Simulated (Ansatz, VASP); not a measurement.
## Two plane-wave programs on ZrO2

```
CELL_PARAMETERS angstrom
0.00000 2.45116 2.45116
2.45116 0.00000 2.45116
2.45116 2.45116 0.00000
ATOMIC_POSITIONS crystal
Zr 0.00000 0.00000 0.00000
O 0.25000 0.25000 0.25000
O 0.75000 0.75000 0.75000
```

Alike in both runs: task single point; functional PBE; k mesh 8 × 8 × 8; occupations gaussian, width 0.05 eV; no spin polarisation.

|  | VASP | Ansatz |
| --- | --- | --- |
| version | VASP 6.6.1 | Ansatz 0.2.0 |
| potentials or method | VASP PAW PBE potentials, release 64 (Zr_sv, O), cutoff 600 eV | scalar-relativistic, plane waves, PAW |
| valence electrons in the cell | 24 | 24 |

Ansatz gave:

- gap on the k mesh at the Fermi level (eV): 3.66
- least direct gap on the mesh (eV): 4.22

Question: Estimate VASP's values.

Answer: gap on the k mesh at the Fermi level (eV): 3.65; least direct gap on the mesh (eV): 4.21.
